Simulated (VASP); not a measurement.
# GaP (F-43m) in VASP: notebook, part 2 of 2

VASP 6.6.1. The steps go on from the part before.

## (4) Vibrations by perturbation theory, PBEsol

This run uses another cell than the first one, of 18.91 Å³/atom, 1.140 times its volume.

The input, INCAR:

```
PREC = Accurate ; ENCUT = 520
EDIFF = 1E-8 ; ISMEAR = 0
SIGMA = 0.01 ; LREAL = False
LASPH = True ; NELM = 100
ALGO = Normal ; ISIF = 2
LWAVE = False ; LCHARG = False
GGA = PS ; IBRION = 8
NSW = 1 ; LEPSILON = True
```

The input, KPOINTS:

```
regular mesh
0
Gamma
  10 10 10
```

The input, POSCAR:

```
GaP
1.0
    0.0000000000      2.6641010230      2.6641010230
    2.6641010230      0.0000000000      2.6641010230
    2.6641010230      2.6641010230      0.0000000000
Ga P
1 1
Direct
    0.0000000000      0.0000000000      0.0000000000
    0.7500000000      0.7500000000      0.7500000000
```

Potentials or basis: VASP PAW PBE potentials, release 64 (Ga_d, P).

The run is started by

```sh
$ cat potpaw_PBE.64/Ga_d/POTCAR potpaw_PBE.64/P/POTCAR > POTCAR
$ mpirun -np 1 vasp_std > vasp.out
```

OUTCAR:

```text
PREC = Accurate
   ENCUT = 520
   EDIFF = 1E-8
   ISMEAR = 0
   LREAL = False
   LASPH = True
   NELM = 100
   ISIF = 2
   GGA = PS
   IBRION = 8
   NSW = 1
   LEPSILON = True

 ion  position               nearest neighbor table
   1  0.000  0.000  0.000-   2 2.31   2 2.31   2 2.31   2 2.31
   2  0.750  0.750  0.750-   1 2.31   1 2.31   1 2.31   1 2.31

  LATTYP: Found a face centered cubic cell.
 ALAT       =     5.3282020460

[... 711 lines left out ...]
      3.996152  3.996152  3.996152    -0.010609   -0.823476    0.119824
[... 21 lines left out ...]
   6 f/i=    0.002219 THz     0.013942 2PiTHz    0.074016 cm-1     0.009177 meV
             X         Y         Z           dx          dy          dz
      0.000000  0.000000  0.000000     0.695642   -0.411346    0.198645
      3.996152  3.996152  3.996152     0.463462   -0.274054    0.132345

--------------------------------------------------------------------------------------------------------

 MACROSCOPIC STATIC DIELECTRIC TENSOR IONIC CONTRIBUTION
 ------------------------------------------------------
           1.729735     0.000000    -0.000000
           0.000000     1.729735    -0.000000
          -0.000000    -0.000000     1.729735
 ------------------------------------------------------

 ELASTIC MODULI CONTR FROM IONIC RELAXATION (kBar)
 Direction    XX          YY          ZZ          XY          YZ          ZX
 --------------------------------------------------------------------------------
 XX          -0.0000      0.0000      0.0000     -0.0000      0.0000      0.0000
 YY           0.0000     -0.0000     -0.0000     -0.0000     -0.0000      0.0000
 ZZ           0.0000     -0.0000     -0.0000      0.0000     -0.0000      0.0000
 XY          -0.0000     -0.0000      0.0000   -357.7657      0.0000      0.0000
 YZ           0.0000     -0.0000     -0.0000      0.0000   -357.7657     -0.0000
 ZX           0.0000      0.0000      0.0000      0.0000     -0.0000   -357.7657
 --------------------------------------------------------------------------------

 PIEZOELECTRIC TENSOR IONIC CONTR  for field in x, y, z        (C/m^2)
          XX          YY          ZZ          XY          YZ          ZX
  --------------------------------------------------------------------------------
  x     0.00000    -0.00000    -0.00000     0.00000    -0.74022    -0.00000
  y     0.00000     0.00000     0.00000     0.00000    -0.00000    -0.74022
  z    -0.00000    -0.00000     0.00000    -0.74022     0.00000     0.00000
```

Run time: 21 min. Hardware: 1 thread of AMD EPYC 7R43 (Zen 3), shared host; peak memory 0.31 GiB.

Results:

| Quantity | Value |
| --- | --- |
| Electronic dielectric tensor (diagonal) | 10.46 |
| Born charges (mean of the diagonal) | Ga +2.04; P -2.04 e |
| Highest phonon frequency at Γ, LO-TO splitting left out | 383 cm⁻¹ |

Phonon frequencies in cm⁻¹ (negative: imaginary):
| q point | frequencies |
| --- | --- |
| (0.000, 0.000, 0.000) | 0 0 0 383 383 383 |

Electronic dielectric tensor:
```
10.46  0.00  0.00
 0.00 10.46  0.00
 0.00  0.00 10.46
```

Born effective charge tensors (e):
atom 1, Ga
```
2.04 0.00 0.00
0.00 2.04 0.00
0.00 0.00 2.04
```
atom 2, P
```
-2.04  0.00  0.00
 0.00 -2.04  0.00
 0.00  0.00 -2.04
```

Caveat: the cell wasn't relaxed at this level first, which shifts response properties; the PAW data sets were made with another functional, which shifts forces and pressure a little.

## (5) Vibrations by perturbation theory, PBEsol

This run uses another cell than the first one, of 14.83 Å³/atom, 0.894 times its volume.

The input, INCAR:

```
PREC = Accurate
ENCUT = 520
EDIFF = 1E-8
ISMEAR = 0
SIGMA = 0.01
LREAL = False
LASPH = True
NELM = 100
ALGO = Normal
ISIF = 2
LWAVE = False
LCHARG = False
GGA = PS
IBRION = 8
NSW = 1
LEPSILON = True
```

KPOINTS is that of step 4.

The input, POSCAR:

```
GaP
1.0
    0.0000000000      2.4566805482      2.4566805482
    2.4566805482      0.0000000000      2.4566805482
    2.4566805482      2.4566805482      0.0000000000
Ga P
1 1
Direct
    0.0000000000      0.0000000000      0.0000000000
    0.7500000000      0.7500000000      0.7500000000
```

Potentials or basis: VASP PAW PBE potentials, release 64 (Ga_d, P).

The run is started by

```sh
$ cat potpaw_PBE.64/Ga_d/POTCAR potpaw_PBE.64/P/POTCAR > POTCAR
$ mpirun -np 1 vasp_std > vasp.out
```

OUTCAR:

```text
PREC = Accurate
   ENCUT = 520
   EDIFF = 1E-8
   ISMEAR = 0
   LREAL = False
   LASPH = True
   NELM = 100
   ISIF = 2
   GGA = PS
   IBRION = 8
   NSW = 1
   LEPSILON = True

 ion  position               nearest neighbor table
   1  0.000  0.000  0.000-   2 2.13   2 2.13   2 2.13   2 2.13
   2  0.750  0.750  0.750-   1 2.13   1 2.13   1 2.13   1 2.13

  LATTYP: Found a face centered cubic cell.
 ALAT       =     4.9133610964

  Lattice vectors:

 A1 = (   0.0000000000,   2.4566805482,   2.4566805482)
 A2 = (   2.4566805482,   0.0000000000,   2.4566805482)
 A3 = (   2.4566805482,   2.4566805482,   0.0000000000)

Analysis of symmetry for initial positions (statically):
=====================================================================
 Subroutine PRICEL returns:
 Original cell was already a primitive cell.

 Routine SETGRP: Setting up the symmetry group for a
 face centered cubic supercell.

 Subroutine GETGRP returns: Found 24 space group operations
 (whereof 24 operations were pure point group operations)
 out of a pool of 48 trial point group operations.

The static configuration has the point symmetry T_d .

Analysis of symmetry for dynamics (positions and initial velocities):
=====================================================================
 Subroutine PRICEL returns:
 Original cell was already a primitive cell.

 Routine SETGRP: Setting up the symmetry group for a
 face centered cubic supercell.

 Subroutine GETGRP returns: Found 24 space group operations
 (whereof 24 operations were pure point group operations)
 out of a pool of 48 trial point group operations.

The dynamic configuration has the point symmetry T_d .

 Subroutine INISYM returns: Found 24 space group operations
 (whereof 24 operations are pure point group operations),
 and found     1 'primitive' translations

----------------------------------------------------------------------------------------

                                     Primitive cell

  volume of cell :      29.6535

  direct lattice vectors                    reciprocal lattice vectors
     0.000000000  2.456680548  2.456680548    -0.203526665  0.203526665  0.203526665
     2.456680548  0.000000000  2.456680548     0.203526665 -0.203526665  0.203526665
     2.456680548  2.456680548  0.000000000     0.203526665  0.203526665 -0.203526665

  length of vectors
     3.474270950  3.474270950  3.474270950     0.352518525  0.352518525  0.352518525

  position of ions in fractional coordinates (direct lattice)
     0.000000000  0.000000000  0.000000000
     0.750000000  0.750000000  0.750000000

  ion indices of the primitive-cell ions
   primitive index   ion index
                 1           1
[... 571 lines left out ...]
    -0.00051  0.64039  0.00000
     0.64039 -0.00051  0.00000
     0.00000  0.00000 -0.00048

--------------------------------------- Ionic step        4  -------------------------------------------

------------------------ aborting loop because EDIFF is reached ----------------------------------------

[... ionic steps 5 to 6 ...]

--------------------------------------- Ionic step        7  -------------------------------------------

 Free energy of the ion-electron system (eV)
  ---------------------------------------------------
  ---------------------------------------------------
  free energy    TOTEN  =        -0.04823284 eV

  energy without entropy =       -0.04823284

------------------------ aborting loop because EDIFF is reached ----------------------------------------

 INTERNAL STRAIN TENSOR  FOR ION    2  DIRECTION 1   (eV/Angst):
 -----------------------------------------------------------------------------
    -0.01416  0.00000  0.00000
     0.00000  0.00586 24.66092
     0.00000 24.66092  0.00586

 MACROSCOPIC STATIC DIELECTRIC TENSOR (including local field effects in DFT)
 ------------------------------------------------------
          10.158110    -0.000000    -0.000000
           0.000000    10.158110    -0.000000
           0.000000     0.000000    10.158110
 ------------------------------------------------------

 PIEZOELECTRIC TENSOR (including local field effects)  for field in x, y, z        (e  Angst)
          XX          YY          ZZ          XY          YZ          ZX
  --------------------------------------------------------------------------------
  x     0.00000    -0.00000     0.00000     0.00000     1.19286    -0.00000
  y     0.00000     0.00000    -0.00000     0.00000     0.00000     1.19286
  z    -0.00000     0.00000     0.00000     1.19286     0.00000     0.00000

 PIEZOELECTRIC TENSOR (including local field effects)  for field in x, y, z        (C/m^2)
          XX          YY          ZZ          XY          YZ          ZX
  --------------------------------------------------------------------------------
  x     0.00000    -0.00000     0.00000     0.00000     0.64450    -0.00000
  y     0.00000     0.00000    -0.00000     0.00000     0.00000     0.64450
  z    -0.00000     0.00000     0.00000     0.64450     0.00000     0.00000

 BORN EFFECTIVE CHARGES (including local field effects) (in |e|, cummulative output)
 ---------------------------------------------------------------------------------
 ion    1
    1     1.63833     0.00000     0.00000
    2     0.00000     1.63833     0.00000
    3     0.00000     0.00000     1.63833
 ion    2
    1    -1.63833     0.00000     0.00000
    2     0.00000    -1.63833     0.00000
    3     0.00000    -0.00000    -1.63833

 INTERNAL STRAIN TENSOR FOR ION    2 for displacements in x,y,z  (eV/Angst):
          X           Y           Z          XY          YZ          ZX
  --------------------------------------------------------------------------------
  x    -0.00000    -0.00000    -0.00000     0.00000    24.66092     0.00000
  y    -0.00000    -0.00000    -0.00000     0.00000     0.00000    24.66092
  z    -0.00000    -0.00000    -0.00000    24.66092     0.00000     0.00000

 SECOND DERIVATIVES (NOT SYMMETRIZED)
 ------------------------------------
               1X          1Y          1Z          2X          2Y          2Z
  1X   -20.477912    0.000000    0.000000   20.477912    0.000000    0.000000
  1Y     0.000000  -20.477912    0.000000    0.000000   20.477912    0.000000
  1Z     0.000000    0.000000  -20.477912    0.000000    0.000000   20.477912
  2X    20.453509    0.000000    0.000000  -20.453509    0.000000    0.000000
  2Y     0.000000   20.453509    0.000000    0.000000  -20.453509    0.000000
  2Z     0.000000    0.000000   20.453509    0.000000    0.000000  -20.453509

 Eigenvectors and eigenvalues of the dynamical matrix
 ----------------------------------------------------

   1 f  =   15.269890 THz    95.943551 2PiTHz  509.348716 cm-1    63.151164 meV
             X         Y         Z           dx          dy          dz
      0.000000  0.000000  0.000000     0.554842   -0.000000   -0.000000
      3.685021  3.685021  3.685021    -0.831955   -0.000000   -0.000000
[... 21 lines left out ...]
   6 f/i=    0.004202 THz     0.026405 2PiTHz    0.140179 cm-1     0.017380 meV
             X         Y         Z           dx          dy          dz
      0.000000  0.000000  0.000000    -0.106377    0.392899    0.725579
      3.685021  3.685021  3.685021    -0.070944    0.262030    0.483898

--------------------------------------------------------------------------------------------------------

 MACROSCOPIC STATIC DIELECTRIC TENSOR IONIC CONTRIBUTION
 ------------------------------------------------------
           0.800327     0.000000     0.000000
           0.000000     0.800327     0.000000
           0.000000     0.000000     0.800327
 ------------------------------------------------------

 ELASTIC MODULI CONTR FROM IONIC RELAXATION (kBar)
 Direction    XX          YY          ZZ          XY          YZ          ZX
 --------------------------------------------------------------------------------
 XX          -0.0000     -0.0000     -0.0000      0.0000      0.0000      0.0000
 YY          -0.0000     -0.0000     -0.0000      0.0000      0.0000     -0.0000
 ZZ          -0.0000     -0.0000     -0.0000      0.0000      0.0000      0.0000
 XY           0.0000      0.0000      0.0000  -1600.1777      0.0000      0.0000
 YZ           0.0000      0.0000      0.0000      0.0000  -1600.1777      0.0000
 ZX           0.0000     -0.0000      0.0000      0.0000      0.0000  -1600.1777
 --------------------------------------------------------------------------------

 PIEZOELECTRIC TENSOR IONIC CONTR  for field in x, y, z        (C/m^2)
          XX          YY          ZZ          XY          YZ          ZX
  --------------------------------------------------------------------------------
  x     0.00000     0.00000     0.00000     0.00000    -1.06485     0.00000
  y     0.00000    -0.00000     0.00000     0.00000     0.00000    -1.06485
  z     0.00000     0.00000     0.00000    -1.06485     0.00000    -0.00000
```

OSZICAR:

```text
N       E                     dE             d eps       ncg     rms          rms(c)
DAV:   1     0.786493222835E+02    0.78649E+02   -0.97832E+03  1302   0.227E+03
DAV:   2    -0.348337284861E+01   -0.82133E+02   -0.78424E+02  1345   0.336E+02
[... 201 lines left out ...]
RMM:   6    -0.482260793938E-01   -0.19911E-05   -0.23548E-06  8772   0.129E-02    0.415E-03
RMM:   7    -0.482321371533E-01   -0.60578E-05    0.51137E-06  8485   0.452E-03    0.159E-03
RMM:   8    -0.482328546980E-01   -0.71754E-06    0.25292E-07  8790   0.151E-03    0.130E-04
RMM:   9    -0.482327856269E-01    0.69071E-07    0.44279E-07  8829   0.510E-04    0.149E-04
RMM:  10    -0.482328350816E-01   -0.49455E-07   -0.55131E-08  8908   0.195E-04    0.540E-06
RMM:  11    -0.482328392069E-01   -0.41253E-08    0.46335E-08  8838   0.682E-05    0.202E-06
 Linear response finished
```

Wall time 9.8 min (1 thread of Intel Xeon 6975P-C, shared host); peak memory 0.31 GiB.

Results:

```
Electronic dielectric tensor (diagonal)                 : 10.16
Born charges (mean of the diagonal)                     : Ga +1.64; P -1.64 e
Highest phonon frequency at Γ, LO-TO splitting left out : 509 cm⁻¹
```

Phonon frequencies in cm⁻¹ (negative: imaginary):
```
              q point        frequencies
(0.000, 0.000, 0.000)  0 0 0 509 509 509
```

Electronic dielectric tensor:
```
10.16  0.00  0.00
 0.00 10.16  0.00
 0.00  0.00 10.16
```

Born effective charge tensors (e):
atom 1, Ga
```
1.64 0.00 0.00
0.00 1.64 0.00
0.00 0.00 1.64
```
atom 2, P
```
-1.64  0.00  0.00
 0.00 -1.64  0.00
 0.00  0.00 -1.64
```

Caveat: the cell wasn't relaxed at this level first, which shifts response properties; the PAW data sets were made with another functional, which shifts forces and pressure a little.

## (6) Elastic constants, PBEsol

This run uses another cell than the first one, of 18.58 Å³/atom, 1.121 times its volume.

The input, INCAR:

```
SYSTEM = GaP
  PREC = Accurate
  ENCUT = 600
  EDIFF = 1E-8
  ISMEAR = 0
  SIGMA = 0.01
  LREAL = .FALSE.
  LASPH = .TRUE.
  NELM = 80
  ALGO = Normal
  ISIF = 3
  LWAVE = .FALSE.
  LCHARG = .FALSE.
  GGA = PS
  IBRION = 6
  NFREE = 2
  POTIM = 0.015
  NSW = 1
```

The input, KPOINTS:

```
Automatic mesh
0
G
  10 10 10
  0 0 0
```

The input, POSCAR:

```
GaP
1.0
    0.0000000000      2.6485996613      2.6485996613
    2.6485996613      0.0000000000      2.6485996613
    2.6485996613      2.6485996613      0.0000000000
Ga P
1 1
Direct
    0.0000000000      0.0000000000      0.0000000000
    0.7500000000      0.7500000000      0.7500000000
```

Potentials or basis: VASP PAW PBE potentials, release 64 (Ga_d, P).

The run is started by

```sh
$ cat potpaw_PBE.64/Ga_d/POTCAR potpaw_PBE.64/P/POTCAR > POTCAR
$ mpirun -np 1 vasp_std > vasp.out
```

OUTCAR:

```text
SYSTEM = GaP
   PREC = Accurate
   ENCUT = 600
   EDIFF = 1E-8
   ISMEAR = 0
   LREAL = .FALSE.
   LASPH = .TRUE.
   NELM = 80
   ISIF = 3
   GGA = PS
   IBRION = 6
   NFREE = 2
   POTIM = 0.015
   NSW = 1

 ion  position               nearest neighbor table
   1  0.000  0.000  0.000-   2 2.29   2 2.29   2 2.29   2 2.29
   2  0.750  0.750  0.750-   1 2.29   1 2.29   1 2.29   1 2.29

  LATTYP: Found a face centered cubic cell.
 ALAT       =     5.2971993226

  Lattice vectors:

 A1 = (   0.0000000000,   2.6485996613,   2.6485996613)
 A2 = (   2.6485996613,   0.0000000000,   2.6485996613)
 A3 = (   2.6485996613,   2.6485996613,   0.0000000000)
[... 808 lines left out ...]
          X           Y           Z          XY          YZ          ZX
  --------------------------------------------------------------------------------
  x     0.00000     0.00000     0.00000     0.00000   -11.10505     0.00000
  y     0.00000     0.00000     0.00000     0.00000     0.00000   -11.10505
  z     0.00000     0.00000     0.00000   -11.10505     0.00000     0.00000

 INTERNAL STRAIN TENSOR FOR ION    2 for displacements in x,y,z  (eV/Angst):
          X           Y           Z          XY          YZ          ZX
  --------------------------------------------------------------------------------
  x     0.00000     0.00000     0.00000     0.00000    11.09965     0.00000
  y    -0.00000    -0.00000    -0.00000     0.00000     0.00000    11.09965
  z     0.00000     0.00000     0.00000    11.09965     0.00000     0.00000

 Eigenvectors and eigenvalues of the dynamical matrix
 ----------------------------------------------------

   1 f  =   11.726339 THz    73.678764 2PiTHz  391.148581 cm-1    48.496221 meV
             X         Y         Z           dx          dy          dz
      0.000000  0.000000  0.000000     0.000000    0.554903    0.000000
      3.972899  3.972899  3.972899     0.000000   -0.831915    0.000000
[... 21 lines left out ...]
   6 f/i=    0.004082 THz     0.025650 2PiTHz    0.136173 cm-1     0.016883 meV
             X         Y         Z           dx          dy          dz
      0.000000  0.000000  0.000000     0.000000    0.000000    0.831915
      3.972899  3.972899  3.972899     0.000000    0.000000    0.554903

--------------------------------------------------------------------------------------------------------

 ELASTIC MODULI CONTR FROM IONIC RELAXATION (kBar)
 Direction    XX          YY          ZZ          XY          YZ          ZX
 --------------------------------------------------------------------------------
 XX          -0.0000     -0.0000     -0.0000     -0.0000     -0.0000      0.0000
 YY          -0.0000     -0.0000     -0.0000     -0.0000     -0.0000      0.0000
 ZZ          -0.0000     -0.0000     -0.0000     -0.0000     -0.0000      0.0000
 XY          -0.0000     -0.0000     -0.0000   -440.3065     -0.0000     -0.0000
 YZ          -0.0000     -0.0000     -0.0000     -0.0000   -440.3065      0.0000
 ZX           0.0000      0.0000      0.0000     -0.0000      0.0000   -440.3065
 --------------------------------------------------------------------------------

 TOTAL ELASTIC MODULI (kBar)
 Direction    XX          YY          ZZ          XY          YZ          ZX
 --------------------------------------------------------------------------------
 XX        1596.5343    854.2251    854.2251     -0.0000     -0.0000      0.0000
 YY         854.2251   1596.5343    854.2251     -0.0000     -0.0000      0.0000
 ZZ         854.2251    854.2251   1596.5343     -0.0000     -0.0000      0.0000
 XY          -0.0000     -0.0000     -0.0000    726.3230     -0.0000     -0.0000
 YZ          -0.0000     -0.0000     -0.0000     -0.0000    726.3230      0.0000
 ZX           0.0000      0.0000      0.0000     -0.0000      0.0000    726.3230
 --------------------------------------------------------------------------------
```

Run time: 10 min. Hardware: 1 thread of AMD EPYC 9R45 (Zen 5), shared host; peak memory 0.38 GiB.

What came out:

```
Elastic constants C11, C12, C44                         : 160, 85, 73 GPa
Voigt bulk modulus                                      : 110 GPa
Highest phonon frequency at Γ, LO-TO splitting left out : 391 cm⁻¹
```

Phonon frequencies in cm⁻¹ (negative: imaginary):
```tsv
q point	frequencies
(0.000, 0.000, 0.000)	0 0 0 391 391 391
```

Elastic tensor in Voigt notation (GPa, in the Cartesian axes of the cell as first typed):
```
160  85  85   0   0   0
 85 160  85   0   0   0
 85  85 160   0   0   0
  0   0   0  73   0   0
  0   0   0   0  73   0
  0   0   0   0   0  73
```

Clamped-ion elastic tensor (GPa):
```
160  85  85   0   0   0
 85 160  85   0   0   0
 85  85 160   0   0   0
  0   0   0 117   0   0
  0   0   0   0 117   0
  0   0   0   0   0 117
```

Caveat: the cell is under stress, which shifts elastic constants; the PAW data sets were made with another functional, which shifts forces and pressure a little.
